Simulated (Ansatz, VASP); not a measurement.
# One calculation of AlCo, two programs

The input INCAR:

```
SYSTEM = AlCo
ALGO = Normal
EDIFF = 1E-7
EDIFFG = -0.002
ENCUT = 600
GGA = PS
IBRION = 2
ISIF = 3
ISMEAR = -1
LASPH = .True.
LCHARG = .False.
LREAL = .False.
LWAVE = .False.
NELM = 80
NSW = 100
PREC = Accurate
SIGMA = 0.1
```

The input KPOINTS:

```
k-points
0
Gamma
  16 16 16
  0 0 0
```

Contents of POSCAR:

```
AlCo
1.0
    2.8194032100      0.0000000000      0.0000000000
    0.0000000000      2.8194032100      0.0000000000
    0.0000000000      0.0000000000      2.8194032100
Al Co
1 1
Direct
    0.0000000000      0.0000000000      0.0000000000
    0.5000000000      0.5000000000      0.5000000000
```

Input for Ansatz:

```yaml
crystal:
  lattice:
    - [2.81940321, 0.0, 0.0]
    - [0.0, 2.81940321, 0.0]
    - [0.0, 0.0, 2.81940321]
  atoms:
    - { symbol: Al, position: [0.0, 0.0, 0.0] }
    - { symbol: Co, position: [0.5, 0.5, 0.5] }
kpoints:
  mp_grid: { grid: [16, 16, 16] }
scf:
  occupations: { method: fermi_dirac, width: 0.1 }
hamiltonian:
  xc: pbesol
  pseudopotentials: { kind: paw }
relax:
  f_tol: 0.002
  max_steps: 80
  cell: {}
output:
  forces: true
  stress: true
  write_density: true
  write_potential: true
  elf: true
  volumetric_format: npy
```

Alike in both runs: task relaxation of cell and atoms; functional PBEsol; k mesh 16 × 16 × 16; occupations fermi-dirac, width 0.1 eV; no spin polarisation.

|  | VASP | Ansatz |
| --- | --- | --- |
| version | VASP 6.6.1 | Ansatz 0.2.0 |
| potentials or method | VASP PAW PBE potentials, release 64 (Al, Co) | PAW with Ansatz's default frozen-core files, scalar-relativistic |
| plane-wave cutoff (eV) | 600 | 420 |
| valence electrons in the cell | 12 | 20 |

Ansatz gave:

```
relaxed volume (Å³/atom)                                     : 11.25
relaxed cell length with the largest relative difference (Å) : 2.823
```

**Question.** Estimate VASP's values.

**Answer.** Relaxed volume (Å³/atom): 11.26; relaxed cell length with the largest relative difference (Å): 2.824.

VASP's potentials were made for PBE, not for PBEsol. VASP's potentials hold 12 valence electrons a cell and Ansatz's 20, so a difference there can come from the potentials and not from the codes.
